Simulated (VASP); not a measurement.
# CoSn (P6/mmm) in VASP: a series of runs

CoSn is run at these levels: PBE; tasks: single point.

All numbers are computed with VASP 6.6.1; they aren't measurements. Logs are shortened: lines on timing, memory, paths and dates and some standing lists are left out, and cuts for length are marked.

### Step 1. The cell of the first run

The structure is hexagonal, space group P6/mmm (No. 191). The conventional cell has a = 5.246 Å, b = 5.246 Å, c = 4.188 Å, α = 90.00°, β = 90.00°, γ = 120.00°. Co (site symmetry mmm) has 6 Sn at 2.58 to 2.62 Å and 4 Co at 2.62 Å within 3.4 Å. Within 3.4 Å of Sn (site symmetry -6m2) lie 6 Co at 2.58 Å and 3 Sn at 3.03 Å. Within 3.5 Å of Sn (site symmetry 6/mmm) lie 6 Co at 2.62 Å.

### Step 2. Single point, PBE, collinear spin, ferromagnetic start

INCAR

```
ALGO     = Fast           # electronic algorithm
EDIFF    = 1E-7           # SCF threshold, eV
ENCUT    = 520            # plane-wave cutoff, eV
GGA      = PE             # functional
ISIF     = 2              # what is computed and relaxed
ISMEAR   = 0              # smearing method
ISPIN    = 2              # spin polarisation
LASPH    = T              # aspherical terms in the spheres
LCHARG   = F              # write CHGCAR
LMAXMIX  = 4              # l up to which the mixer works
LORBIT   = 11             # projections on sites
LREAL    = F              # projectors in reciprocal space
LWAVE    = F              # write WAVECAR
MAGMOM   = 3 3 3 0 0 0    # initial moments
NBANDS   = 48             # bands
NELM     = 150            # most SCF steps
PREC     = Accurate       # precision mode
SIGMA    = 0.1            # smearing width, eV
```

KPOINTS

```
k-points
0
Gamma
  6 6 4
```

POSCAR

```
CoSn
1.0
    5.2460398800      0.0000000000      0.0000000000
   -2.6230199400      4.5432038100      0.0000000000
    0.0000000000      0.0000000000      4.1875901200
Co Sn
3 3
Direct
    0.0000000000      0.5000000000      0.0000000000
    0.5000000000      0.5000000000      0.0000000000
    0.5000000000      0.0000000000      0.0000000000
    0.6666666700      0.3333333300      0.5000000000
    0.3333333300      0.6666666700      0.5000000000
    0.0000000000      0.0000000000      0.0000000000
```

Potentials or basis: VASP PAW PBE potentials, release 64 (Co, Sn_d).

Run with:

```console
cat potpaw_PBE.64/Co/POTCAR potpaw_PBE.64/Sn_d/POTCAR > POTCAR
mpirun -np 1 vasp_std > vasp.out
```

OUTCAR:

```text
EDIFF = 1E-7
   ENCUT = 520
   GGA = PE
   ISIF = 2
   ISMEAR = 0
   ISPIN = 2
   LASPH = T
   LORBIT = 11
   LREAL = F
   NELM = 150
   PREC = Accurate

 ion  position               nearest neighbor table
   1  0.000  0.500  0.000-   4 2.58   5 2.58   4 2.58   5 2.58   2 2.62   2 2.62   6 2.62   6 2.62
                             3 2.62   3 2.62
   2  0.500  0.500  0.000-   4 2.58   5 2.58   4 2.58   5 2.58   1 2.62   1 2.62   6 2.62   3 2.62
                             3 2.62   6 2.62
   3  0.500  0.000  0.000-   4 2.58   5 2.58   4 2.58   5 2.58   6 2.62   6 2.62   1 2.62   2 2.62
                             2 2.62   1 2.62
   4  0.667  0.333  0.500-   1 2.58   1 2.58   3 2.58   3 2.58   2 2.58   2 2.58   5 3.03   5 3.03
                             5 3.03   6 3.68   6 3.68   6 3.68   6 3.68   6 3.68   6 3.68
   5  0.333  0.667  0.500-   1 2.58   1 2.58   3 2.58   3 2.58   2 2.58   2 2.58   4 3.03   4 3.03
                             4 3.03   6 3.68   6 3.68   6 3.68   6 3.68   6 3.68   6 3.68
   6  0.000  0.000  0.000-   3 2.62   3 2.62   1 2.62   1 2.62   2 2.62   2 2.62   5 3.68   4 3.68
                             5 3.68   4 3.68   4 3.68   5 3.68   5 3.68   4 3.68   5 3.68   5 3.68

  LATTYP: Found a hexagonal cell.
 ALAT       =     5.2460398800
 C/A-ratio  =     0.7982383313

  Lattice vectors:

 A1 = (   5.2460398800,   0.0000000000,   0.0000000000)
 A2 = (  -2.6230199400,   4.5432038100,   0.0000000000)
 A3 = (   0.0000000000,   0.0000000000,   4.1875901200)

Analysis of symmetry for initial positions (statically):
=====================================================================
 Subroutine PRICEL returns:
 Original cell was already a primitive cell.

 Routine SETGRP: Setting up the symmetry group for a
 hexagonal supercell.

 Subroutine GETGRP returns: Found 24 space group operations
 (whereof 24 operations were pure point group operations)
 out of a pool of 24 trial point group operations.

The static configuration has the point symmetry D_6h.

Analysis of symmetry for dynamics (positions and initial velocities):
=====================================================================
 Subroutine PRICEL returns:
 Original cell was already a primitive cell.

 Routine SETGRP: Setting up the symmetry group for a
 hexagonal supercell.

 Subroutine GETGRP returns: Found 24 space group operations
 (whereof 24 operations were pure point group operations)
 out of a pool of 24 trial point group operations.

The dynamic configuration has the point symmetry D_6h.

Analysis of structural, dynamic, and magnetic symmetry:
=====================================================================
 Subroutine PRICEL returns:
 Original cell was already a primitive cell.

 Routine SETGRP: Setting up the symmetry group for a
 hexagonal supercell.

 Subroutine GETGRP returns: Found 24 space group operations
 (whereof 24 operations were pure point group operations)
 out of a pool of 24 trial point group operations.

The overall configuration has the point symmetry D_6h.

 Subroutine INISYM returns: Found 24 space group operations
 (whereof 24 operations are pure point group operations),
 and found     1 'primitive' translations

----------------------------------------------------------------------------------------

                                     Primitive cell

  volume of cell :      99.8063

  direct lattice vectors                    reciprocal lattice vectors
     5.246039880  0.000000000  0.000000000     0.190619977  0.110054495  0.000000000
    -2.623019940  4.543203810  0.000000000     0.000000000  0.220108990  0.000000000
     0.000000000  0.000000000  4.187590120     0.000000000  0.000000000  0.238800831

  length of vectors
     5.246039880  5.246039884  4.187590120     0.220108990  0.220108990  0.238800831

  position of ions in fractional coordinates (direct lattice)
     1.000000000  0.500000000  0.000000000
     0.500000000  0.500000000  0.000000000
     0.500000000  0.000000000  0.000000000
     0.666666670  0.333333330  0.500000000
     0.333333330  0.666666670  0.500000000
     0.000000000  0.000000000  0.000000000

  ion indices of the primitive-cell ions
[... 56 lines left out ...]
  0.333333  0.333333  0.500000      2.000000
   k-points           NKPTS =     21   k-points in BZ     NKDIM =     21   number of bands    NBANDS=     48
   number of dos      NEDOS =    301   number of ions     NIONS =      6
   total plane-waves  NPLWV =  51200
   dimension x,y,z NGX =    40 NGY =   40 NGZ =   32
   dimension x,y,z NGXF=    80 NGYF=   80 NGZF=   64
   ions per type =               3   3
   NGX,Y,Z   is equivalent  to a cutoff of  12.68, 12.68, 12.70 a.u.
   NGXF,Y,Z  is equivalent  to a cutoff of  25.35, 25.35, 25.41 a.u.
 SYSTEM =  unknown system
   PREC   = accura    normal or accurate (medium, high low for compatibility)
   ISTART =      0    job   : 0-new  1-cont  2-samecut
   ICHARG =      2    charge: 1-file 2-atom 10-const
   ISPIN  =      2    spin polarized calculation?
   LNONCOLLINEAR =      F non collinear calculations
   LSORBIT =      F    spin-orbit coupling
   LASPH  =      T    aspherical Exc in radial PAW
   ENCUT  =  520.0 eV  38.22 Ry    6.18 a.u.   9.75  9.75  7.79*2*pi/ulx,y,z
   NELM   =    150;   NELMIN=  2; NELMDL= -5     # of ELM steps
   EDIFF  = 0.1E-06   stopping-criterion for ELM
   LREAL  =      F    real-space projection
   EDIFFG = 0.1E-05   stopping-criterion for IOM
   NSW    =      0    number of steps for IOM
   IBRION =     -1    ionic relax: 0-MD 1-quasi-New 2-CG
   NFREE  =      0    steps in history (QN), initial steepest desc. (CG)
   ISIF   =      2    stress and relaxation
   ISYM   =      2    0-nonsym 1-usesym 2-fastsym
   POTIM  = 0.5000    time-step for ionic-motion
   TEBEG  =    0.0;   TEEND  =   0.0 temperature during run
   PSTRESS=    0.0 pullay stress
   NELECT =      69.0000    total number of electrons
   NUPDOWN=      -1.0000    fix difference up-down
   EMIN   =  10.00;   EMAX   =-10.00  energy-range for DOS
   EFERMI =   0.00;   METHOD = LEGACY
   ISMEAR =     0;   SIGMA  =   0.10  broadening in eV -4-tet -1-fermi 0-gaus
   EFERMI_NEDOS =   21; number of points for ismear=-14 and -15
   IALGO  =     68    algorithm
   IMIX   =      4    mixing-type and parameters
     AMIX     =   0.40;   BMIX     =  1.00
     AMIX_MAG =   1.60;   BMIX_MAG =  1.00
  volume/ion in A,a.u.               =      16.63       112.25
  Fermi-wavevector in a.u.,A,eV,Ry     =   1.447567  2.735504 28.510313  2.095449
  Thomas-Fermi vector in A             =   2.565507
   LORBIT       =     11    0 simple, 1 ext, 2 COOP (PROOUT), +10 PAW based schemes
   GGA     = PE    functional components
   LHFCALC =     F    Hartree Fock is set to
   AEXX    =    0.0000 exact exchange contribution
   IVDW    =     0    specifies the selected vdW correction
   LEPSILON=     F    determine dielectric tensor
   LRPA    =     F    only Hartree local field effects (RPA)
 spin polarized calculation
 RMM-DIIS sequential band-by-band and
 Gauss-broadening in eV      SIGMA  =   0.10
  energy-cutoff  :      520.00
  volume of cell :       99.81
 maximum number of plane-waves:      2709
 NGX is ok and might be reduce to    40
   NGX = 19   NGY = 19   NGZ = 15

 number of electron      69.0000006 magnetization       0.0005654

 number of electron      69.0000006 magnetization      -0.0000729

 Free energy of the ion-electron system (eV)
  ---------------------------------------------------
  ext. energy  EPLUGINS =         0.00000000
  ---------------------------------------------------
  free energy    TOTEN  =       -33.20933327 eV

  energy without entropy =      -33.19342996  energy(sigma->0) =      -33.20138161

 E-fermi :  10.2775     XC(G=0): -11.8619

 val. band max:       10.2717941033   @ k =   0.3333   0.1667   0.2500
 cond. band min:      10.3346238134   @ k =   0.1667   0.1667   0.0000
 fundamental gap:      0.0628297101
 Fermi energy:        10.2775112261

 spin component 1

 k-point     1 :       0.0000    0.0000    0.0000
  band No.  band energies     occupation
      1     -11.3071      1.00000
      2     -11.2669      1.00000
      3     -11.2669      1.00000
      4     -11.2000      1.00000
      5     -11.2000      1.00000
      6     -11.1618      1.00000
[... 1018 lines left out ...]
     45      19.8674      0.00000
     46      20.2657      0.00000
 Fermi energy:        10.2775112261

 spin component 2

 k-point     1 :       0.0000    0.0000    0.0000
  band No.  band energies     occupation
      1     -11.3071      1.00000
      2     -11.2669      1.00000
      3     -11.2669      1.00000
      4     -11.2000      1.00000
      5     -11.2000      1.00000
      6     -11.1618      1.00000
[... 1018 lines left out ...]
     45      19.8570      0.00000
     46      20.2652      0.00000
 [bands above 46 left out]

------------------------ aborting loop because EDIFF is reached ----------------------------------------

  FORCE on cell =-STRESS in cart. coord.  units (eV):
  Direction    XX          YY          ZZ          XY          YZ          ZX
  --------------------------------------------------------------------------------------
  -------------------------------------------------------------------------------------
  Total        2.5820924      2.5820924      2.2561209      0.0000000      0.0000000      0.0000000
  in kB       41.4499855     41.4499856     36.2172087      0.0000000      0.0000000      0.0000000
  external PRESSURE =      39.7057266 kB  Pullay stress =       0.0000000 kB

 VOLUME and BASIS-vectors are now :
 -----------------------------------------------------------------------------
  energy-cutoff  :      520.00
  volume of cell :       99.81
      direct lattice vectors                 reciprocal lattice vectors
     5.246039880  0.000000000  0.000000000     0.190619977  0.110054495  0.000000000
    -2.623019940  4.543203810  0.000000000     0.000000000  0.220108990  0.000000000
     0.000000000  0.000000000  4.187590120     0.000000000  0.000000000  0.238800831

 POSITION                                       TOTAL-FORCE (eV/Angst)
 -----------------------------------------------------------------------------------
     -1.31151      2.27160      0.00000        -0.000000      0.000000      0.000000
      1.31151      2.27160      0.00000        -0.000000      0.000000      0.000000
      2.62302      0.00000      0.00000        -0.000000      0.000000      0.000000
      2.62302      1.51440      2.09380        -0.000000      0.000000      0.000000
     -0.00000      3.02880      2.09380         0.000000     -0.000000      0.000000
      0.00000      0.00000      0.00000        -0.000000      0.000000      0.000000
 -----------------------------------------------------------------------------------
    total drift:                                0.000000     -0.000000     -0.000000

  FREE ENERGIE OF THE ION-ELECTRON SYSTEM (eV)
  ---------------------------------------------------
  free  energy   TOTEN  =       -33.2093332672 eV

  energy  without entropy=      -33.1934299621  energy(sigma->0) =      -33.20138161

 total charge

# of ion       s       p       d       tot
------------------------------------------
    1        0.405   0.473   7.485   8.364
    2        0.405   0.473   7.485   8.364
    3        0.405   0.473   7.485   8.364
    4        1.133   1.267  10.075  12.475
    5        1.133   1.267  10.075  12.475
    6        1.159   1.126  10.044  12.329
--------------------------------------------------
tot          4.642   5.079  52.648  62.369

 magnetization (x)

# of ion       s       p       d       tot
------------------------------------------
    1       -0.000   0.000  -0.000  -0.000
    2       -0.000   0.000  -0.000  -0.000
    3       -0.000   0.000  -0.000  -0.000
    4        0.000   0.000   0.000   0.000
    5        0.000   0.000   0.000   0.000
    6        0.000   0.000   0.000   0.000
--------------------------------------------------
tot          0.000   0.000  -0.000  -0.000
```

Wall time 2.8 min (1 thread of Intel Xeon Platinum 8488C (Sapphire Rapids), shared host); peak memory 0.34 GiB.

Results:

```yaml
Free_energy: -33.2093 eV
Pressure: 4.0 GPa
Net_moment: 0.00 μB per cell
Valence_electrons_inside_the_program's_atomic_spheres: Co 8.36; Sn 12.47, 12.33 (each value once)
```

Stress tensor (GPa, compression positive):
```
4.14 0.00 0.00
0.00 4.14 0.00
0.00 0.00 3.62
```

Caveat: the k points lie up to 0.38 Å⁻¹ apart; the moments typed at the start vanished in this run; spin-orbit coupling is left out, which moves the levels of the heavy elements.

(Continued in part 2 of 2.)
